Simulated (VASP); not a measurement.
# CdSe (F-43m) in VASP: a series of runs

Aim: see how the results for CdSe move with the level of theory and the settings. Levels: PBEsol, PBE, r2SCAN. Tasks: vibrations by perturbation theory, dielectric tensor.

Everything below comes from runs of VASP 6.6.1. Logs are shortened: lines on timing, memory, paths and dates and some standing lists are left out, and cuts for length are marked.

### 1 The cell of the first run

The structure is cubic, space group F-43m (No. 216). The conventional cell has a = 6.082 Å, b = 6.082 Å, c = 6.082 Å, α = 90.00°, β = 90.00°, γ = 90.00°. Within 3.5 Å of Cd (site symmetry -43m) lie 4 Se at 2.63 Å. Se (site symmetry -43m) has 4 Cd at 2.63 Å within 3.5 Å.

### 2 Vibrations by perturbation theory, PBEsol

The input, INCAR:

```
SYSTEM = CdSe
PREC = Accurate
ENCUT = 520
EDIFF = 1E-8
ISMEAR = 0
SIGMA = 0.01
LREAL = .FALSE.
LASPH = .TRUE.
NELM = 60
ALGO = Normal
ISIF = 2
LWAVE = .FALSE.
LCHARG = .TRUE.
GGA = PS
IBRION = 8
NSW = 1
LEPSILON = .TRUE.
```

The input, KPOINTS:

```
Automatic mesh
0
G
  6 6 6
  0 0 0
```

The input, POSCAR:

```
CdSe
1.0
    0.0000000000      3.0411501750      3.0411501750
    3.0411501750      0.0000000000      3.0411501750
    3.0411501750      3.0411501750      0.0000000000
Cd Se
1 1
Direct
    0.0000000000      0.0000000000      0.0000000000
    0.7500000000      0.7500000000      0.7500000000
```

Potentials or basis: VASP PAW PBE potentials, release 64 (Cd, Se).

Started as:

```console
$ cat potpaw_PBE.64/Cd/POTCAR potpaw_PBE.64/Se/POTCAR > POTCAR
$ mpirun -np 1 vasp_std > vasp.out
```

OUTCAR:

```text
SYSTEM = CdSe
   PREC = Accurate
   ENCUT = 520
   EDIFF = 1E-8
   ISMEAR = 0
   LREAL = .FALSE.
   LASPH = .TRUE.
   NELM = 60
   ISIF = 2
   GGA = PS
   IBRION = 8
   NSW = 1
   LEPSILON = .TRUE.

 ion  position               nearest neighbor table
   1  0.000  0.000  0.000-   2 2.63   2 2.63   2 2.63   2 2.63
   2  0.750  0.750  0.750-   1 2.63   1 2.63   1 2.63   1 2.63

  LATTYP: Found a face centered cubic cell.
 ALAT       =     6.0823003500

  Lattice vectors:

 A1 = (   0.0000000000,   3.0411501750,   3.0411501750)
 A2 = (   3.0411501750,   0.0000000000,   3.0411501750)
 A3 = (   3.0411501750,   3.0411501750,   0.0000000000)

Analysis of symmetry for initial positions (statically):
=====================================================================
 Subroutine PRICEL returns:
 Original cell was already a primitive cell.

 Routine SETGRP: Setting up the symmetry group for a
 face centered cubic supercell.

 Subroutine GETGRP returns: Found 24 space group operations
 (whereof 24 operations were pure point group operations)
 out of a pool of 48 trial point group operations.

The static configuration has the point symmetry T_d .

Analysis of symmetry for dynamics (positions and initial velocities):
=====================================================================
 Subroutine PRICEL returns:
 Original cell was already a primitive cell.

 Routine SETGRP: Setting up the symmetry group for a
 face centered cubic supercell.

 Subroutine GETGRP returns: Found 24 space group operations
 (whereof 24 operations were pure point group operations)
 out of a pool of 48 trial point group operations.

The dynamic configuration has the point symmetry T_d .

 Subroutine INISYM returns: Found 24 space group operations
 (whereof 24 operations are pure point group operations),
 and found     1 'primitive' translations

----------------------------------------------------------------------------------------

                                     Primitive cell

  volume of cell :      56.2527

  direct lattice vectors                    reciprocal lattice vectors
     0.000000000  3.041150175  3.041150175    -0.164411480  0.164411480  0.164411480
     3.041150175  0.000000000  3.041150175     0.164411480 -0.164411480  0.164411480
     3.041150175  3.041150175  0.000000000     0.164411480  0.164411480 -0.164411480

  length of vectors
     4.300835823  4.300835823  4.300835823     0.284769036  0.284769036  0.284769036

  position of ions in fractional coordinates (direct lattice)
     0.000000000  0.000000000  0.000000000
     0.750000000  0.750000000  0.750000000

  ion indices of the primitive-cell ions
   primitive index   ion index
                 1           1
                 2           2

----------------------------------------------------------------------------------------

 KPOINTS: Automatic mesh

Automatic generation of k-mesh.
 Grid dimensions read from file:
 generate k-points for:    6    6    6

 Generating k-lattice:

  Cartesian coordinates                     Fractional coordinates (reciprocal lattice)
[... 392 lines left out ...]

 Free energy of the ion-electron system (eV)
  ---------------------------------------------------
  ---------------------------------------------------
  free energy    TOTEN  =        -4.21904843 eV

  energy without entropy =       -4.21904843

------------------------ aborting loop because EDIFF is reached ----------------------------------------

--------------------------------------- Ionic step        2  -------------------------------------------

------------------------ aborting loop because EDIFF is reached ----------------------------------------

--------------------------------------- Ionic step        3  -------------------------------------------

------------------------ aborting loop because EDIFF is reached ----------------------------------------

 PIEZOELECTRIC TENSOR FIELD DIRECTION 3  (e Angst)
 -----------------------------------------------------------------------------
    -0.00117  3.31243  0.00000           (  0.00000 -0.05800  0.00000)
     3.31243 -0.00117  0.00000           ( -0.05800  0.00000  0.00000)
     0.00000  0.00000  0.00060           (  0.00000  0.00000 -0.00000)

 PIEZOELECTRIC TENSOR FIELD DIRECTION 3  (C/m^2)
 -----------------------------------------------------------------------------
    -0.00033  0.94344  0.00000
     0.94344 -0.00033  0.00000
     0.00000  0.00000  0.00017

--------------------------------------- Ionic step        4  -------------------------------------------

------------------------ aborting loop because EDIFF is reached ----------------------------------------

[... ionic steps 5 to 6 ...]

--------------------------------------- Ionic step        7  -------------------------------------------

 Free energy of the ion-electron system (eV)
  ---------------------------------------------------
  ---------------------------------------------------
  free energy    TOTEN  =        -0.08434427 eV

  energy without entropy =       -0.08434427

------------------------ aborting loop because EDIFF is reached ----------------------------------------

 INTERNAL STRAIN TENSOR  FOR ION    2  DIRECTION 1   (eV/Angst):
 -----------------------------------------------------------------------------
    -0.01038  0.00000  0.00000
     0.00000  0.00938  6.20763
     0.00000  6.20763  0.00938

 MACROSCOPIC STATIC DIELECTRIC TENSOR (including local field effects in DFT)
 ------------------------------------------------------
          27.250914    -0.000000     0.000000
           0.000000    27.250914     0.000000
          -0.000000    -0.000000    27.250914
 ------------------------------------------------------

 PIEZOELECTRIC TENSOR (including local field effects)  for field in x, y, z        (e  Angst)
          XX          YY          ZZ          XY          YZ          ZX
  --------------------------------------------------------------------------------
  x     0.00000    -0.00000    -0.00000     0.00000     3.33769    -0.00000
  y    -0.00000     0.00000    -0.00000    -0.00000     0.00000     3.33769
  z     0.00000     0.00000    -0.00000     3.33769    -0.00000     0.00000

 PIEZOELECTRIC TENSOR (including local field effects)  for field in x, y, z        (C/m^2)
          XX          YY          ZZ          XY          YZ          ZX
  --------------------------------------------------------------------------------
  x     0.00000    -0.00000    -0.00000     0.00000     0.95063    -0.00000
  y    -0.00000     0.00000    -0.00000    -0.00000     0.00000     0.95063
  z     0.00000     0.00000    -0.00000     0.95063    -0.00000     0.00000

 BORN EFFECTIVE CHARGES (including local field effects) (in |e|, cummulative output)
 ---------------------------------------------------------------------------------
 ion    1
    1     2.67334     0.00000     0.00000
    2     0.00000     2.67334     0.00000
    3     0.00000     0.00000     2.67334
 ion    2
    1    -2.67334     0.00000     0.00000
    2     0.00000    -2.67334     0.00000
    3     0.00000     0.00000    -2.67334

 INTERNAL STRAIN TENSOR FOR ION    2 for displacements in x,y,z  (eV/Angst):
          X           Y           Z          XY          YZ          ZX
  --------------------------------------------------------------------------------
  x     0.00000    -0.00000    -0.00000     0.00000     6.20763     0.00000
  y     0.00000    -0.00000     0.00000     0.00000     0.00000     6.20763
  z    -0.00000    -0.00000     0.00000     6.20763     0.00000     0.00000

 SECOND DERIVATIVES (NOT SYMMETRIZED)
 ------------------------------------
               1X          1Y          1Z          2X          2Y          2Z
  1X    -4.889992    0.000000    0.000000    4.889992    0.000000    0.000000
  1Y     0.000000   -4.889992    0.000000    0.000000    4.889992    0.000000
  1Z     0.000000    0.000000   -4.889992    0.000000    0.000000    4.889992
  2X     4.884270    0.000000    0.000000   -4.884270    0.000000    0.000000
  2Y     0.000000    4.884270    0.000000    0.000000   -4.884270    0.000000
  2Z     0.000000    0.000000    4.884270    0.000000    0.000000   -4.884270

 Eigenvectors and eigenvalues of the dynamical matrix
 ----------------------------------------------------

   1 f  =    5.074411 THz    31.883462 2PiTHz  169.264115 cm-1    20.986066 meV
             X         Y         Z           dx          dy          dz
      0.000000  0.000000  0.000000     0.000000    0.642562    0.000000
      4.561725  4.561725  4.561725     0.000000   -0.766234    0.000000
[... 21 lines left out ...]
   6 f/i=    0.001463 THz     0.009191 2PiTHz    0.048791 cm-1     0.006049 meV
             X         Y         Z           dx          dy          dz
      0.000000  0.000000  0.000000     0.000000    0.000000    0.766234
      4.561725  4.561725  4.561725     0.000000    0.000000    0.642562

--------------------------------------------------------------------------------------------------------

 MACROSCOPIC STATIC DIELECTRIC TENSOR IONIC CONTRIBUTION
 ------------------------------------------------------
           4.704112    -0.000000    -0.000000
          -0.000000     4.704112     0.000000
          -0.000000     0.000000     4.704112
 ------------------------------------------------------

 ELASTIC MODULI CONTR FROM IONIC RELAXATION (kBar)
 Direction    XX          YY          ZZ          XY          YZ          ZX
 --------------------------------------------------------------------------------
 XX          -0.0000      0.0000     -0.0000      0.0000     -0.0000     -0.0000
 YY           0.0000     -0.0000      0.0000      0.0000      0.0000      0.0000
 ZZ          -0.0000      0.0000     -0.0000     -0.0000      0.0000     -0.0000
 XY           0.0000      0.0000     -0.0000   -228.9550      0.0000     -0.0000
 YZ          -0.0000      0.0000      0.0000      0.0000   -228.9550     -0.0000
 ZX          -0.0000      0.0000     -0.0000     -0.0000     -0.0000   -228.9550
 --------------------------------------------------------------------------------

 PIEZOELECTRIC TENSOR IONIC CONTR  for field in x, y, z        (C/m^2)
          XX          YY          ZZ          XY          YZ          ZX
  --------------------------------------------------------------------------------
  x    -0.00000     0.00000     0.00000     0.00000    -0.97653    -0.00000
  y    -0.00000     0.00000    -0.00000    -0.00000    -0.00000    -0.97653
  z     0.00000     0.00000    -0.00000    -0.97653     0.00000    -0.00000
```

It took 2.8 min on 1 thread of Intel Xeon Platinum 8488C (Sapphire Rapids), shared host; peak memory 0.25 GiB.

What came out:

```yaml
Electronic_dielectric_tensor_diagonal: 27.25
Born_charges_mean_of_the_diagonal: Cd +2.67; Se -2.67 e
Highest_phonon_frequency_at_Γ_LO-TO_splitting_left_out: 169 cm⁻¹
```

Phonon frequencies in cm⁻¹ (negative: imaginary):
| q point | frequencies |
| --- | --- |
| (0.000, 0.000, 0.000) | 0 0 0 169 169 169 |

Electronic dielectric tensor:
```
27.25  0.00  0.00
 0.00 27.25  0.00
 0.00  0.00 27.25
```

Born effective charge tensors (e):
atom 1, Cd
```
2.67 0.00 0.00
0.00 2.67 0.00
0.00 0.00 2.67
```
atom 2, Se
```
-2.67  0.00  0.00
 0.00 -2.67  0.00
 0.00  0.00 -2.67
```

Caveat: the PAW data sets were made with another functional, which shifts forces and pressure a little.

### 3 Dielectric tensor, PBE

This run uses another cell than the first one, of 28.87 Å³/atom, 1.027 times its volume.

The input, INCAR:

```
SYSTEM = CdSe
PREC     = Accurate       ! precision mode
ENCUT    = 520            ! plane-wave cutoff, eV
EDIFF    = 1E-8           ! SCF threshold, eV
ISMEAR   = 0              ! smearing method
SIGMA    = 0.01           ! smearing width, eV
LREAL    = .False.        ! projectors in reciprocal space
LASPH    = .True.         ! aspherical terms in the spheres
NELM     = 100            ! most SCF steps
ALGO     = Normal         ! electronic algorithm
ISIF     = 2              ! what is computed and relaxed
LWAVE    = .False.        ! write WAVECAR
LCHARG   = .False.        ! write CHGCAR
GGA      = PE             ! functional
LEPSILON = .True.         ! dielectric tensor by DFPT
```

The input, KPOINTS:

```
Automatic mesh
0
Gamma
  6 6 6
  0 0 0
```

The input, POSCAR:

```
CdSe
1.0
    0.0000000000      3.0678017005      3.0678017005
    3.0678017005      0.0000000000      3.0678017005
    3.0678017005      3.0678017005      0.0000000000
Cd Se
1 1
Direct
    0.0000000000      0.0000000000      0.0000000000
    0.7500000000      0.7500000000      0.7500000000
```

Potentials or basis: VASP PAW PBE potentials, release 64 (Cd, Se).

Started as:

```console
$ cat potpaw_PBE.64/Cd/POTCAR potpaw_PBE.64/Se/POTCAR > POTCAR
$ mpirun -np 1 vasp_std > vasp.out
```

OUTCAR:

```text
SYSTEM = CdSe
   PREC = Accurate
   ENCUT = 520
   EDIFF = 1E-8
   ISMEAR = 0
   LREAL = .False.
   LASPH = .True.
   NELM = 100
   ISIF = 2
   GGA = PE
   LEPSILON = .True.

 ion  position               nearest neighbor table
   1  0.000  0.000  0.000-   2 2.66   2 2.66   2 2.66   2 2.66
   2  0.750  0.750  0.750-   1 2.66   1 2.66   1 2.66   1 2.66

  LATTYP: Found a face centered cubic cell.
 ALAT       =     6.1356034010

  Lattice vectors:

 A1 = (   0.0000000000,   3.0678017005,   3.0678017005)
 A2 = (   3.0678017005,   0.0000000000,   3.0678017005)
 A3 = (   3.0678017005,   3.0678017005,   0.0000000000)

Analysis of symmetry for initial positions (statically):
=====================================================================
 Subroutine PRICEL returns:
 Original cell was already a primitive cell.

 Routine SETGRP: Setting up the symmetry group for a
 face centered cubic supercell.

 Subroutine GETGRP returns: Found 24 space group operations
 (whereof 24 operations were pure point group operations)
 out of a pool of 48 trial point group operations.

The static configuration has the point symmetry T_d .

Analysis of symmetry for dynamics (positions and initial velocities):
=====================================================================
 Subroutine PRICEL returns:
 Original cell was already a primitive cell.

 Routine SETGRP: Setting up the symmetry group for a
 face centered cubic supercell.

 Subroutine GETGRP returns: Found 24 space group operations
 (whereof 24 operations were pure point group operations)
[... 424 lines left out ...]
  free  energy   TOTEN  =        -5.4851142836 eV

  energy  without entropy=       -5.4851142836  energy(sigma->0) =       -5.48511428

 HEAD OF MICROSCOPIC STATIC DIELECTRIC TENSOR (INDEPENDENT PARTICLE, excluding Hartree and local field effects)
 ------------------------------------------------------
          19.905688    -0.000000    -0.000000
          -0.000000    19.905688     0.000000
           0.000000    -0.000000    19.905688
 ------------------------------------------------------

 Free energy of the ion-electron system (eV)
  ---------------------------------------------------
  ---------------------------------------------------
  free energy    TOTEN  =        -3.12583588 eV

  energy without entropy =       -3.12583588

------------------------ aborting loop because EDIFF is reached ----------------------------------------

--------------------------------------- Ionic step        2  -------------------------------------------

------------------------ aborting loop because EDIFF is reached ----------------------------------------

--------------------------------------- Ionic step        3  -------------------------------------------

 Free energy of the ion-electron system (eV)
  ---------------------------------------------------
  ---------------------------------------------------
  free energy    TOTEN  =        -3.12583450 eV

  energy without entropy =       -3.12583450

------------------------ aborting loop because EDIFF is reached ----------------------------------------

 PIEZOELECTRIC TENSOR FIELD DIRECTION 3  (e Angst)
 -----------------------------------------------------------------------------
    -0.00113  3.13924  0.00000           (  0.00000 -0.05546  0.00000)
     3.13924 -0.00113  0.00000           ( -0.05546  0.00000  0.00000)
     0.00000  0.00000  0.00056           (  0.00000  0.00000 -0.00000)

 PIEZOELECTRIC TENSOR FIELD DIRECTION 3  (C/m^2)
 -----------------------------------------------------------------------------
    -0.00031  0.87101  0.00000
     0.87101 -0.00031  0.00000
     0.00000  0.00000  0.00016

 MACROSCOPIC STATIC DIELECTRIC TENSOR (including local field effects in DFT)
 ------------------------------------------------------
          19.697196     0.000000     0.000000
           0.000000    19.697196     0.000000
           0.000000     0.000000    19.697196
 ------------------------------------------------------

 PIEZOELECTRIC TENSOR (including local field effects)  for field in x, y, z        (e  Angst)
          XX          YY          ZZ          XY          YZ          ZX
  --------------------------------------------------------------------------------
  x    -0.00000    -0.00000     0.00000     0.00000     3.16337     0.00000
  y     0.00000     0.00000     0.00000     0.00000    -0.00000     3.16337
  z     0.00000     0.00000     0.00000     3.16337     0.00000     0.00000

 PIEZOELECTRIC TENSOR (including local field effects)  for field in x, y, z        (C/m^2)
          XX          YY          ZZ          XY          YZ          ZX
  --------------------------------------------------------------------------------
  x    -0.00000    -0.00000     0.00000     0.00000     0.87771     0.00000
  y     0.00000     0.00000     0.00000     0.00000    -0.00000     0.87771
  z     0.00000     0.00000     0.00000     0.87771     0.00000     0.00000

 BORN EFFECTIVE CHARGES (including local field effects) (in |e|, cummulative output)
 ---------------------------------------------------------------------------------
 ion    1
    1     2.59791    -0.00000    -0.00000
    2     0.00000     2.59791     0.00000
    3     0.00000     0.00000     2.59791
 ion    2
    1    -2.59791     0.00000     0.00000
    2    -0.00000    -2.59791    -0.00000
    3     0.00000     0.00000    -2.59791
```

OSZICAR:

```text
N       E                     dE             d eps       ncg     rms          rms(c)
DAV:   1     0.106262429558E+03    0.10626E+03   -0.87844E+03   424   0.122E+03
[... 13 lines left out ...]
RMM:   6    -0.312437729105E+01   -0.38982E-02   -0.43986E-05  1786   0.579E-02    0.132E-02
RMM:   7    -0.312568351166E+01   -0.13062E-02   -0.15231E-05  1900   0.261E-02    0.323E-03
RMM:   8    -0.312581941060E+01   -0.13590E-03   -0.19001E-06  1828   0.652E-03    0.340E-04
RMM:   9    -0.312584016762E+01   -0.20757E-04   -0.91351E-06  1970   0.899E-04    0.216E-04
RMM:  10    -0.312583688154E+01    0.32861E-05   -0.13405E-05  1754   0.604E-04    0.641E-05
RMM:  11    -0.312583510529E+01    0.17762E-05   -0.78296E-07  1466   0.133E-04    0.378E-05
RMM:  12    -0.312583449887E+01    0.60642E-06    0.18056E-09   917   0.559E-05    0.455E-06
```

Wall time 1.9 min (1 thread of Intel Xeon Platinum 8488C (Sapphire Rapids), shared host); peak memory 0.25 GiB.

What came out:

```
Band gap on the k mesh                  : 0.55 eV, direct
Electronic dielectric tensor (diagonal) : 19.70
Born charges (mean of the diagonal)     : Cd +2.60; Se -2.60 e
```

Electronic dielectric tensor:
```
19.70  0.00  0.00
 0.00 19.70  0.00
 0.00  0.00 19.70
```

Born effective charge tensors (e):
atom 1, Cd
```
2.60 0.00 0.00
0.00 2.60 0.00
0.00 0.00 2.60
```
atom 2, Se
```
-2.60  0.00  0.00
 0.00 -2.60  0.00
 0.00  0.00 -2.60
```

Caveat: the gap is small at this level, which inflates the dielectric constant.

(Part 1 of 2 ends here.)
